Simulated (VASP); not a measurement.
Here is a VASP 6.6.1 calculation.

File INCAR:

```
SYSTEM = Pt
ALGO     = Normal         ! electronic algorithm
EDIFF    = 1E-7           ! SCF threshold, eV
ENCUT    = 520            ! plane-wave cutoff, eV
GGA      = PS             ! functional
ISIF     = 2              ! what is computed and relaxed
ISMEAR   = -1             ! smearing method
LASPH    = .True.         ! aspherical terms in the spheres
LCHARG   = .False.        ! write CHGCAR
LREAL    = .False.        ! projectors in reciprocal space
LWAVE    = .False.        ! write WAVECAR
NBANDS   = 11             ! bands
NELM     = 60             ! most SCF steps
PREC     = Accurate       ! precision mode
SIGMA    = 0.05           ! smearing width, eV
```

The input KPOINTS:

```
k-points
0
Gamma
  12 12 12
  0 0 0
```

The input POSCAR:

```
Pt
1.0
    0.0000000000      1.9595007709      1.9595007709
    1.9595007709      0.0000000000      1.9595007709
    1.9595007709      1.9595007709      0.0000000000
Pt
1
Direct
    0.0000000000      0.0000000000      0.0000000000
```

Potentials or basis: VASP PAW PBE potentials, release 64 (Pt).

The run is started by

```sh
$ cat potpaw_PBE.64/Pt/POTCAR > POTCAR
$ mpirun -np 1 vasp_std > vasp.out
```

(1) Predict the band gap on the k mesh.

(2) Predict the pressure.

Results:

(1) zero (band 5 reaches 11.65 eV, above the bottom of band 6 at 9.41 eV).

(2) -0.4 GPa.

Caveat: the PAW data sets were made with another functional, which shifts forces and pressure a little; spin-orbit coupling is left out, which moves the levels of the heavy elements.
